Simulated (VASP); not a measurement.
# HfB2 (P6/mmm) in VASP: a series of runs

The runs below take HfB2 through single point, with PBE.

Everything below comes from runs of VASP 6.6.1. Logs are shortened: lines on timing, memory, paths and dates and some standing lists are left out, and cuts for length are marked.

### Step 1. The cell of the first run

The structure is hexagonal, space group P6/mmm (No. 191). Conventional cell: a = 3.140 Å, b = 3.140 Å, c = 3.480 Å, α = 90.00°, β = 90.00°, γ = 120.00°. Within 3.3 Å of Hf (site symmetry 6/mmm) lie 12 B at 2.51 Å and 6 Hf at 3.14 Å. Within 2.4 Å of B (site symmetry -6m2) lie 3 B at 1.81 Å.

### Step 2. Single point, PBE

The input, INCAR:

```
SYSTEM = HfB2
  ALGO = Normal
  EDIFF = 1E-6
  ENCUT = 520
  GGA = PE
  ISIF = 2
  ISMEAR = -1
  LASPH = .True.
  LCHARG = .False.
  LREAL = .False.
  LWAVE = .False.
  NBANDS = 15
  NELM = 80
  PREC = Accurate
  SIGMA = 0.05
```

The input, KPOINTS:

```
k-points
0
Gamma
  10 10 8
  0 0 0
```

The input, POSCAR:

```
HfB2
1.0
    3.1400000000      0.0000000000      0.0000000000
   -1.5700000000      2.7193197679      0.0000000000
    0.0000000000      0.0000000000      3.4800000000
Hf B
1 2
Direct
    0.0000000000      0.0000000000      0.0000000000
    0.6666666667      0.3333333333      0.5000000000
    0.3333333333      0.6666666667      0.5000000000
```

Potentials or basis: VASP PAW PBE potentials, release 64 (Hf_pv, B).

Command:

```console
cat potpaw_PBE.64/Hf_pv/POTCAR potpaw_PBE.64/B/POTCAR > POTCAR
mpirun -np 1 vasp_std > vasp.out
```

OUTCAR:

```text
SYSTEM = HfB2
   EDIFF = 1E-6
   ENCUT = 520
   GGA = PE
   ISIF = 2
   ISMEAR = -1
   LASPH = .True.
   LREAL = .False.
   NELM = 80
   PREC = Accurate

 ion  position               nearest neighbor table
   1  0.000  0.000  0.000-   2 2.51   3 2.51   2 2.51   3 2.51   2 2.51   2 2.51   3 2.51   3 2.51
                             2 2.51   2 2.51   3 2.51   3 2.51
   2  0.667  0.333  0.500-   3 1.81   3 1.81   3 1.81   1 2.51   1 2.51   1 2.51   1 2.51   1 2.51
                             1 2.51
   3  0.333  0.667  0.500-   2 1.81   2 1.81   2 1.81   1 2.51   1 2.51   1 2.51   1 2.51   1 2.51
                             1 2.51

  LATTYP: Found a hexagonal cell.
 ALAT       =     3.1400000000
 C/A-ratio  =     1.1082802548

  Lattice vectors:

 A1 = (   3.1400000000,   0.0000000000,   0.0000000000)
 A2 = (  -1.5700000000,   2.7193197679,   0.0000000000)
 A3 = (   0.0000000000,   0.0000000000,   3.4800000000)

Analysis of symmetry for initial positions (statically):
=====================================================================
 Subroutine PRICEL returns:
 Original cell was already a primitive cell.

 Routine SETGRP: Setting up the symmetry group for a
 hexagonal supercell.

 Subroutine GETGRP returns: Found 24 space group operations
 (whereof 24 operations were pure point group operations)
 out of a pool of 24 trial point group operations.

The static configuration has the point symmetry D_6h.

Analysis of symmetry for dynamics (positions and initial velocities):
=====================================================================
 Subroutine PRICEL returns:
 Original cell was already a primitive cell.

 Routine SETGRP: Setting up the symmetry group for a
 hexagonal supercell.

 Subroutine GETGRP returns: Found 24 space group operations
 (whereof 24 operations were pure point group operations)
 out of a pool of 24 trial point group operations.

The dynamic configuration has the point symmetry D_6h.

 Subroutine INISYM returns: Found 24 space group operations
 (whereof 24 operations are pure point group operations),
 and found     1 'primitive' translations

----------------------------------------------------------------------------------------

                                     Primitive cell

  volume of cell :      29.7146

  direct lattice vectors                    reciprocal lattice vectors
     3.140000000  0.000000000  0.000000000     0.318471338  0.183869512  0.000000000
    -1.570000000  2.719319768  0.000000000     0.000000000  0.367739025  0.000000000
     0.000000000  0.000000000  3.480000000     0.000000000  0.000000000  0.287356322

  length of vectors
     3.140000000  3.140000000  3.480000000     0.367739025  0.367739025  0.287356322

  position of ions in fractional coordinates (direct lattice)
     0.000000000  0.000000000  0.000000000
     0.666666667  0.333333333  0.500000000
     0.333333333  0.666666667  0.500000000

  ion indices of the primitive-cell ions
   primitive index   ion index
                 1           1
                 2           2
                 3           3

----------------------------------------------------------------------------------------

 KPOINTS: k-points

Automatic generation of k-mesh.
 Grid dimensions read from file:
 generate k-points for:   10   10    8

 Generating k-lattice:

  Cartesian coordinates                     Fractional coordinates (reciprocal lattice)
     0.031847134  0.018386951  0.000000000     0.100000000  0.000000000  0.000000000
     0.000000000  0.036773902  0.000000000     0.000000000  0.100000000  0.000000000
     0.000000000  0.000000000  0.035919540     0.000000000  0.000000000  0.125000000

  Length of vectors
     0.036773902  0.036773902  0.035919540

  Shift w.r.t. Gamma in fractional coordinates (k-lattice)
     0.000000000  0.000000000  0.000000000

 Subroutine IBZKPT returns following result:
 ===========================================

 Found     70 irreducible k-points:

 Following reciprocal coordinates:
            Coordinates               Weight
  0.000000  0.000000  0.000000      1.000000
  0.100000  0.000000  0.000000      6.000000
  0.200000  0.000000  0.000000      6.000000
  0.300000  0.000000  0.000000      6.000000
  0.400000  0.000000  0.000000      6.000000
  0.500000  0.000000  0.000000      3.000000
[... 16 lines left out ...]
  0.300000  0.100000  0.125000     24.000000
  0.400000  0.100000  0.125000     24.000000
 [... further k-points ...]
   k-points           NKPTS =     70   k-points in BZ     NKDIM =     70   number of bands    NBANDS=     15
   number of dos      NEDOS =    301   number of ions     NIONS =      3
   total plane-waves  NPLWV =  16128
   dimension x,y,z NGX =    24 NGY =   24 NGZ =   28
   dimension x,y,z NGXF=    48 NGYF=   48 NGZF=   56
   ions per type =               1   2
   NGX,Y,Z   is equivalent  to a cutoff of  12.71, 12.71, 13.38 a.u.
   NGXF,Y,Z  is equivalent  to a cutoff of  25.41, 25.41, 26.75 a.u.
 SYSTEM =  HfB2
   PREC   = accura    normal or accurate (medium, high low for compatibility)
   ISTART =      0    job   : 0-new  1-cont  2-samecut
   ICHARG =      2    charge: 1-file 2-atom 10-const
   ISPIN  =      1    spin polarized calculation?
   LNONCOLLINEAR =      F non collinear calculations
   LSORBIT =      F    spin-orbit coupling
   LASPH  =      T    aspherical Exc in radial PAW
   ENCUT  =  520.0 eV  38.22 Ry    6.18 a.u.   5.84  5.84  6.47*2*pi/ulx,y,z
   NELM   =     80;   NELMIN=  2; NELMDL= -5     # of ELM steps
   EDIFF  = 0.1E-05   stopping-criterion for ELM
   LREAL  =      F    real-space projection
   EDIFFG = 0.1E-04   stopping-criterion for IOM
   NSW    =      0    number of steps for IOM
   IBRION =     -1    ionic relax: 0-MD 1-quasi-New 2-CG
   NFREE  =      0    steps in history (QN), initial steepest desc. (CG)
   ISIF   =      2    stress and relaxation
   ISYM   =      2    0-nonsym 1-usesym 2-fastsym
   POTIM  = 0.5000    time-step for ionic-motion
   TEBEG  =    0.0;   TEEND  =   0.0 temperature during run
   PSTRESS=    0.0 pullay stress
   NELECT =      16.0000    total number of electrons
   NUPDOWN=      -1.0000    fix difference up-down
   EMIN   =  10.00;   EMAX   =-10.00  energy-range for DOS
   EFERMI =   0.00;   METHOD = LEGACY
   ISMEAR =    -1;   SIGMA  =   0.05  broadening in eV -4-tet -1-fermi 0-gaus
   EFERMI_NEDOS =   21; number of points for ismear=-14 and -15
   IALGO  =     38    algorithm
   IMIX   =      4    mixing-type and parameters
     AMIX     =   0.40;   BMIX     =  1.00
     AMIX_MAG =   1.60;   BMIX_MAG =  1.00
  volume/ion in A,a.u.               =       9.90        66.84
  Fermi-wavevector in a.u.,A,eV,Ry     =   1.331860  2.516850 24.134693  1.773850
  Thomas-Fermi vector in A             =   2.460838
   LORBIT       =      0    0 simple, 1 ext, 2 COOP (PROOUT), +10 PAW based schemes
   GGA     = PE    functional components
   LHFCALC =     F    Hartree Fock is set to
   AEXX    =    0.0000 exact exchange contribution
   IVDW    =     0    specifies the selected vdW correction
   LEPSILON=     F    determine dielectric tensor
   LRPA    =     F    only Hartree local field effects (RPA)
 non-spin polarized calculation
  energy-cutoff  :      520.00
  volume of cell :       29.71
 maximum number of plane-waves:       816
 NGX is ok and might be reduce to    24
   NGX = 11   NGY = 11   NGZ = 13

 number of electron      15.9999998 magnetization

 Free energy of the ion-electron system (eV)
  ---------------------------------------------------
  ext. energy  EPLUGINS =         0.00000000
  ---------------------------------------------------
  free energy    TOTEN  =       -26.39941688 eV

  energy without entropy =      -26.39682670  energy(sigma->0) =      -26.39812179

 E-fermi :   7.5665     XC(G=0): -12.5969

 val. band max:        7.5038346352   @ k =   0.2000   0.2000   0.1250
 cond. band min:       7.8044076493   @ k =   0.1000   0.1000   0.2500
 fundamental gap:      0.3005730142
 Fermi energy:         7.5664573156

 k-point     1 :       0.0000    0.0000    0.0000
  band No.  band energies     occupation
      1     -22.9621      2.00000
      2     -22.4721      2.00000
      3     -22.4721      2.00000
      4      -6.0814      2.00000
      5       4.6656      2.00000
      6       4.7734      2.00000
      7       4.7734      2.00000
      8       4.8889      2.00000
      9      11.6964      0.00000
     10      11.6964      0.00000
     11      12.3288      0.00000
     12      12.3288      0.00000
     13      12.6627      0.00000
     14      12.6662      0.00000
     15      12.6662      0.00000

 k-point     2 :       0.1000    0.0000    0.0000
  band No.  band energies     occupation
      1     -22.9496      2.00000
      2     -22.5494      2.00000
      3     -22.4892      2.00000
      4      -5.8661      2.00000
      5       4.1765      2.00000
      6       4.7069      2.00000
      7       4.7589      2.00000
      8       4.8790      2.00000
      9      10.9675      0.00000
     10      11.5467      0.00000
     11      11.5472      0.00000
     12      11.9447      0.00000
     13      13.2993      0.00000
     14      13.6825      0.00000
     15      14.0786      0.00000

 k-point     3 :       0.2000    0.0000    0.0000
  band No.  band energies     occupation
      1     -22.9166      2.00000
      2     -22.7467      2.00000
      3     -22.5338      2.00000
      4      -5.2526      2.00000
      5       2.8480      2.00000
      6       4.3026      2.00000
      7       4.6711      2.00000
      8       5.3114      2.00000
      9       9.8488      0.00000
     10      11.1877      0.00000
     11      11.3910      0.00000
     12      11.8550      0.00000
     13      13.6828      0.00000
     14      14.7749      0.00000
     15      15.5091      0.00000

 k-point     4 :       0.3000    0.0000    0.0000
  band No.  band energies     occupation
      1     -22.9809      2.00000
      2     -22.8754      2.00000
      3     -22.5882      2.00000
      4      -4.3182      2.00000
      5       1.3159      2.00000
      6       3.9020      2.00000
      7       4.4902      2.00000
      8       5.3501      2.00000
      9      10.0699      0.00000
     10      10.7921      0.00000
     11      10.8929      0.00000
     12      11.9716      0.00000
     13      13.7181      0.00000
     14      16.0976      0.00000
     15      17.7844      0.00000
[... 307 lines left out ...]
 k-point    22 :       0.2000    0.1000    0.1250
  band No.  band energies     occupation
      1     -22.9288      2.00000
      2     -22.8764      2.00000
      3     -22.5853      2.00000
      4      -4.4951      2.00000
      5       2.0405      2.00000
      6       3.3889      2.00000
      7       4.0589      2.00000
      8       6.3746      2.00000
      9       8.3603      0.00000
     10      11.2599      0.00000
     11      11.8548      0.00000
     12      12.6633      0.00000
     13      14.2587      0.00000
     14      14.8204      0.00000
     15      16.6522      0.00000

 k-point    23 :       0.3000    0.1000    0.1250
  band No.  band energies     occupation
      1     -23.0708      2.00000
      2     -22.8881      2.00000
      3     -22.6482      2.00000
      4      -3.4906      2.00000
      5       0.5405      2.00000
      6       3.2011      2.00000
      7       3.9017      2.00000
      8       5.8914      2.00000
      9       8.7386      0.00000
     10      11.0008      0.00000
     11      11.9569      0.00000
     12      13.2426      0.00000
     13      15.0493      0.00000
     14      15.7535      0.00000
     15      18.5506      0.00000

 k-point    24 :       0.4000    0.1000    0.1250
  band No.  band energies     occupation
      1     -23.1866      2.00000
      2     -22.8639      2.00000
      3     -22.6867      2.00000
      4      -2.2878      2.00000
      5      -0.9208      2.00000
      6       3.0242      2.00000
      7       3.9063      2.00000
      8       5.4502      2.00000
      9       8.8208      0.00000
     10      11.8018      0.00000
     11      11.8787      0.00000
     12      13.9458      0.00000
     13      15.1699      0.00000
     14      16.1059      0.00000
     15      18.4913      0.00000

 [... further k-points ...]

------------------------ aborting loop because EDIFF is reached ----------------------------------------

  FORCE on cell =-STRESS in cart. coord.  units (eV):
  Direction    XX          YY          ZZ          XY          YZ          ZX
  --------------------------------------------------------------------------------------
  -------------------------------------------------------------------------------------
  Total        0.1399384      0.1399384      0.2812118      0.0000000      0.0000000      0.0000000
  in kB        7.5453337      7.5453337     15.1626432      0.0000000      0.0000000      0.0000000
  external PRESSURE =      10.0844368 kB  Pullay stress =       0.0000000 kB

 VOLUME and BASIS-vectors are now :
 -----------------------------------------------------------------------------
  energy-cutoff  :      520.00
  volume of cell :       29.71
      direct lattice vectors                 reciprocal lattice vectors
     3.140000000  0.000000000  0.000000000     0.318471338  0.183869512  0.000000000
    -1.570000000  2.719319768  0.000000000     0.000000000  0.367739025  0.000000000
     0.000000000  0.000000000  3.480000000     0.000000000  0.000000000  0.287356322

 POSITION                                       TOTAL-FORCE (eV/Angst)
 -----------------------------------------------------------------------------------
      0.00000      0.00000      0.00000         0.000000      0.000000      0.000000
      1.57000      0.90644      1.74000        -0.000000      0.000000      0.000000
     -0.00000      1.81288      1.74000         0.000000      0.000000     -0.000000
 -----------------------------------------------------------------------------------
    total drift:                               -0.000000      0.000000      0.000000

  FREE ENERGIE OF THE ION-ELECTRON SYSTEM (eV)
  ---------------------------------------------------
  free  energy   TOTEN  =       -26.3994168784 eV

  energy  without entropy=      -26.3968267009  energy(sigma->0) =      -26.39812179
```

Run time: 20 s. Hardware: 1 thread of Intel Xeon Platinum 8259CL at 2.50GHz (Skylake/Cascade Lake), shared host; peak memory 0.16 GiB.

What came out:

- Free energy: -26.3994 eV
- Pressure: 1.0 GPa
- Band gap on the k mesh: zero (band 8 reaches 8.26 eV, above the bottom of band 9 at 7.43 eV)

Stress tensor (GPa, compression positive):
```
0.75 0.00 0.00
0.00 0.75 0.00
0.00 0.00 1.52
```

Levels at points of the mesh, in eV from the Fermi level:
| k point | band 4 | band 5 | band 6 | band 7 | band 8 | band 9 | band 10 | band 11 | band 12 | band 13 |
| --- | --- | --- | --- | --- | --- | --- | --- | --- | --- | --- |
| (0.00, 0.00, 0.00) | -13.65 | -2.90 | -2.79 | -2.79 | -2.68 | 4.13 | 4.13 | 4.76 | 4.76 | 5.10 |
| (0.50, 0.00, 0.00) | -9.67 | -8.95 | -4.02 | -3.33 | -2.76 | 2.21 | 2.83 | 5.68 | 5.82 | 6.41 |
| (0.00, 0.00, 0.50) | -11.24 | -8.27 | -1.09 | -1.09 | 0.42 | 0.42 | 1.10 | 1.10 | 2.34 | 5.18 |
| (0.50, 0.00, 0.50) | -10.24 | -7.40 | -4.86 | -4.61 | -2.57 | 4.11 | 4.26 | 6.35 | 7.30 | 7.46 |

Caveat: spin-orbit coupling is left out, which moves the levels of the heavy elements.

### Step 3. Single point, PBE

The input, INCAR:

```
ALGO = Normal
EDIFF = 1E-6
ENCUT = 520
GGA = PE
ISIF = 2
ISMEAR = -1
LASPH = T
LCHARG = F
LREAL = F
LWAVE = F
NBANDS = 15
NELM = 60
PREC = Accurate
SIGMA = 0.05
```

The input, KPOINTS:

```
k-points
0
Gamma
  10 10 8
```

POSCAR is that of step 2.

Potentials or basis: VASP PAW PBE potentials, release 64 (Hf_pv, B).

Command:

```console
cat potpaw_PBE.64/Hf_pv/POTCAR potpaw_PBE.64/B/POTCAR > POTCAR
mpirun -np 1 vasp_std > vasp.out
```

OUTCAR:

```text
EDIFF = 1E-6
   ENCUT = 520
   GGA = PE
   ISIF = 2
   ISMEAR = -1
   LASPH = T
   LREAL = F
   NELM = 60
   PREC = Accurate

 ion  position               nearest neighbor table
   1  0.000  0.000  0.000-   2 2.51   3 2.51   2 2.51   3 2.51   2 2.51   2 2.51   3 2.51   3 2.51
                             2 2.51   2 2.51   3 2.51   3 2.51
   2  0.667  0.333  0.500-   3 1.81   3 1.81   3 1.81   1 2.51   1 2.51   1 2.51   1 2.51   1 2.51
                             1 2.51
   3  0.333  0.667  0.500-   2 1.81   2 1.81   2 1.81   1 2.51   1 2.51   1 2.51   1 2.51   1 2.51
                             1 2.51
[... 624 lines left out ...]
     15      18.4913      0.00000

 [... further k-points ...]
[... 5 lines left out ...]
  --------------------------------------------------------------------------------------
  -------------------------------------------------------------------------------------
  Total        0.1399384      0.1399384      0.2812118      0.0000000      0.0000000      0.0000000
  in kB        7.5453337      7.5453337     15.1626432      0.0000000      0.0000000      0.0000000
  external PRESSURE =      10.0844368 kB  Pullay stress =       0.0000000 kB

 VOLUME and BASIS-vectors are now :
 -----------------------------------------------------------------------------
  energy-cutoff  :      520.00
  volume of cell :       29.71
      direct lattice vectors                 reciprocal lattice vectors
     3.140000000  0.000000000  0.000000000     0.318471338  0.183869512  0.000000000
    -1.570000000  2.719319768  0.000000000     0.000000000  0.367739025  0.000000000
     0.000000000  0.000000000  3.480000000     0.000000000  0.000000000  0.287356322

 POSITION                                       TOTAL-FORCE (eV/Angst)
 -----------------------------------------------------------------------------------
      0.00000      0.00000      0.00000         0.000000      0.000000      0.000000
      1.57000      0.90644      1.74000        -0.000000      0.000000      0.000000
     -0.00000      1.81288      1.74000         0.000000      0.000000     -0.000000
 -----------------------------------------------------------------------------------
    total drift:                               -0.000000      0.000000      0.000000

  FREE ENERGIE OF THE ION-ELECTRON SYSTEM (eV)
  ---------------------------------------------------
  free  energy   TOTEN  =       -26.3994168784 eV

  energy  without entropy=      -26.3968267009  energy(sigma->0) =      -26.39812179
```

OSZICAR:

```text
N       E                     dE             d eps       ncg     rms          rms(c)
DAV:   1     0.293642483802E+02    0.29364E+02   -0.81747E+03  2100   0.102E+03
DAV:   2    -0.271845951039E+02   -0.56549E+02   -0.53064E+02  2830   0.222E+02
DAV:   3    -0.287665649046E+02   -0.15820E+01   -0.15746E+01  2716   0.271E+01
DAV:   4    -0.287731717885E+02   -0.66069E-02   -0.66059E-02  2527   0.214E+00
DAV:   5    -0.287732106110E+02   -0.38822E-04   -0.38823E-04  2674   0.146E-01    0.525E+01
DAV:   6    -0.265144849317E+02    0.22587E+01   -0.27716E+00  2534   0.120E+01    0.384E+01
DAV:   7    -0.264659527493E+02    0.48532E-01   -0.96447E-01  2625   0.713E+00    0.117E+01
DAV:   8    -0.264037777106E+02    0.62175E-01   -0.23748E-01  2422   0.368E+00    0.168E+00
DAV:   9    -0.263995444817E+02    0.42332E-02   -0.18744E-02  2436   0.110E+00    0.365E-01
DAV:  10    -0.263994128563E+02    0.13163E-03   -0.71268E-04  2618   0.217E-01    0.267E-01
DAV:  11    -0.263994196664E+02   -0.68101E-05   -0.51481E-05  2611   0.540E-02    0.120E-01
DAV:  12    -0.263994167723E+02    0.28941E-05   -0.37975E-06  2478   0.147E-02    0.133E-02
DAV:  13    -0.263994168784E+02   -0.10602E-06   -0.20847E-07  1197   0.384E-03
   1 F= -.26399417E+02 E0= -.26398122E+02  d E =-.259018E-02
```

Run time: 20 s. Hardware: 1 thread of Intel Xeon Platinum 8259CL at 2.50GHz (Skylake/Cascade Lake), shared host; peak memory 0.16 GiB.

What came out:

- Free energy: -26.3994 eV
- Pressure: 1.0 GPa
- Band gap on the k mesh: zero (band 8 reaches 8.26 eV, above the bottom of band 9 at 7.43 eV)

Levels at points of the mesh, in eV from the Fermi level:
```tsv
k point	band 4	band 5	band 6	band 7	band 8	band 9	band 10	band 11	band 12	band 13
(0.00, 0.00, 0.00)	-13.65	-2.90	-2.79	-2.79	-2.68	4.13	4.13	4.76	4.76	5.10
(0.50, 0.00, 0.00)	-9.67	-8.95	-4.02	-3.33	-2.76	2.21	2.83	5.68	5.82	6.41
(0.00, 0.00, 0.50)	-11.24	-8.27	-1.09	-1.09	0.42	0.42	1.10	1.10	2.34	5.18
(0.50, 0.00, 0.50)	-10.24	-7.40	-4.86	-4.61	-2.57	4.11	4.26	6.35	7.30	7.46
```

Caveat: spin-orbit coupling is left out, which moves the levels of the heavy elements.

(Part 1 of 2 ends here.)
